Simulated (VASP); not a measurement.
A run of VASP 6.6.1:

INCAR

```
SYSTEM = Be3N2
PREC = Accurate ; ENCUT = 600
EDIFF = 1E-6 ; ISMEAR = -1
SIGMA = 0.1 ; LREAL = .False.
LASPH = .True. ; NELM = 120
ALGO = Normal ; ISIF = 2
LWAVE = .False. ; LCHARG = .True.
GGA = PS ; LELF = .True.
LVHAR = .True. ; NBANDS = 16
GGA_COMPAT = .False.
```

File KPOINTS:

```
regular mesh
0
Gamma
  6 6 3
  0 0 0
```

File POSCAR:

```
Be3N2
1.0
    2.8177780000      0.0000000000      0.0000000000
   -1.4088890000      2.4402670000      0.0000000000
    0.0000000000      0.0000000000      4.6670220000
Be N
3 2
Direct
    0.0000000000      0.0000000000      0.0000000000
    0.6666666667      0.3333333333      0.6496330000
    0.3333333333      0.6666666667      0.3503670000
    0.3333333333      0.6666666667      0.7470580000
    0.6666666667      0.3333333333      0.2529420000
```

Potentials or basis: VASP PAW PBE potentials, release 64 (Be, N).

Run with:

```sh
$ cat potpaw_PBE.64/Be/POTCAR potpaw_PBE.64/N/POTCAR > POTCAR
$ mpirun -np 1 vasp_std > vasp.out
```

Hardware: 1 thread of Intel Xeon 8259CL, with other jobs on the host.

Task: Estimate the wall time of this run.

Result: Run time: 16 s on 1 thread of Intel Xeon 8259CL (shared host), peak memory 0.15 GiB. Counts: scf iterations 12, k points 17.
